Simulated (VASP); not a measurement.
Set up this calculation in VASP 6.6.1, as the native input.

| Property | Result |
| --- | --- |
| Task | single point |
| Functional | r2SCAN |
| Potentials or basis | VASP PAW PBE potentials, release 64 (Sr_sv, Co, S) |
| Cutoff | 520 eV |
| k mesh | 4 × 4 × 2 |
| Occupations | fermi-dirac, width 0.1 eV |
| Spin | no spin polarisation |
| Dipole correction | no |
| Further INCAR settings | ALGO = Normal; EDIFF = 1e-07; NBANDS = 41 |

SrCoS2:

```
CELL_PARAMETERS angstrom
3.16511 3.19032 0.00000
3.16511 -3.19032 0.00000
0.00000 0.00000 -8.78643
ATOMIC_POSITIONS crystal
Sr 0.25000 0.75000 0.80190
Sr 0.75000 0.25000 0.19810
Co 0.25000 0.75000 0.40680
Co 0.75000 0.25000 0.59320
S 0.25000 0.75000 0.15040
S 0.75000 0.25000 0.84960
S 0.75000 0.75000 0.50000
S 0.25000 0.25000 0.50000
```

The input as run:

POSCAR

```
SrCoS2
1.0
    3.1651130000      3.1903210000      0.0000000000
    3.1651130000     -3.1903210000      0.0000000000
    0.0000000000      0.0000000000     -8.7864280000
Sr Co S
2 2 4
Direct
    0.2500000000      0.7500000000      0.8019000000
    0.7500000000      0.2500000000      0.1981000000
    0.2500000000      0.7500000000      0.4068000000
    0.7500000000      0.2500000000      0.5932000000
    0.2500000000      0.7500000000      0.1504000000
    0.7500000000      0.2500000000      0.8496000000
    0.7500000000      0.7500000000      0.5000000000
    0.2500000000      0.2500000000      0.5000000000
```

INCAR.step1

```
SYSTEM = SrCoS2
PREC = Accurate
ENCUT = 520
ISMEAR = -1
SIGMA = 0.1
LREAL = .False.
LASPH = .True.
NELM = 80
NBANDS = 41
GGA = PE
ALGO = Normal
EDIFF = 1E-4
LWAVE = .True.
LCHARG = .False.
```

INCAR.step2

```
SYSTEM = SrCoS2
PREC = Accurate
ENCUT = 520
EDIFF = 1E-7
ISMEAR = -1
SIGMA = 0.1
LREAL = .False.
LASPH = .True.
NELM = 80
ALGO = Normal
ISIF = 2
LWAVE = .False.
LCHARG = .False.
METAGGA = R2SCAN
LMIXTAU = .True.
NBANDS = 41
ISTART = 1
```

KPOINTS

```
regular mesh
0
Gamma
  4 4 2
  0 0 0
```

Potentials or basis: VASP PAW PBE potentials, release 64 (Sr_sv, Co, S).

Launch:

```sh
$ cat potpaw_PBE.64/Sr_sv/POTCAR potpaw_PBE.64/Co/POTCAR potpaw_PBE.64/S/POTCAR > POTCAR
$ cp INCAR.step1 INCAR
$ mpirun -np 1 vasp_std > vasp.out
$ cp INCAR.step2 INCAR
$ mpirun -np 1 vasp_std > vasp.out
```

Results of the run:

The pressure is -8.5 GPa. The largest force is 0.557 eV/Å. The band gap on the k mesh is zero (band 31 reaches 4.61 eV, above the bottom of band 32 at 3.74 eV).

Caveat: the PAW data sets were made with another functional, which shifts forces and pressure a little; the run has no spin polarisation, though such a crystal can be magnetic.

It took 14 min on 1 thread of Oxide Virtual Turin-like Processor, with other jobs on the host, peak memory 0.34 GiB.
